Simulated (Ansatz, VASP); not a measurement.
Two plane-wave programs on BN

```
CELL_PARAMETERS angstrom
-2.55458 0.00000 0.00000
-1.27729 -2.21233 0.00000
-2.55471 -1.47496 12.67354
ATOMIC_POSITIONS crystal
B 0.62505 0.62505 0.06242
B 0.40282 0.40282 0.39575
B 0.18059 0.18059 0.72909
B 0.73614 0.73614 0.89575
B 0.18060 0.18060 0.22909
B 0.95837 0.95837 0.56242
N 0.04160 0.04160 0.93755
N 0.48607 0.48607 0.27088
N 0.26384 0.26384 0.60421
N 0.81939 0.81939 0.77088
N 0.26385 0.26385 0.10421
N 0.04162 0.04162 0.43755
```

Alike in both runs: task single point; functional PBE; k mesh 10 × 10 × 2; occupations gaussian, width 0.05 eV; no spin polarisation.

|  | VASP | Ansatz |
| --- | --- | --- |
| version | VASP 6.6.1 | Ansatz 0.2.0 |
| potentials or method | VASP PAW PBE potentials, release 64 (B, N), cutoff 520 eV | scalar-relativistic, plane waves, PAW |
| valence electrons in the cell | 48 | 48 |

|  | VASP | Ansatz | Ansatz less VASP |
| --- | --- | --- | --- |
| gap on the k mesh at the Fermi level (eV) | 2.78 | 2.78 | +0.001 |
| least direct gap on the mesh (eV) | 4.33 | 4.34 | +0.003 |
| pressure (GPa) | 0.0 | -0.2 | -0.22 |
| traceless stress, the component that is largest in VASP (GPa) | 8.01 | 8.09 | +0.076 |
| rms of the force components (eV/Å) | 0.340 | 0.343 | +0.0032 |

Atom by atom the forces differ by 0.004 eV/Å (rms over components).
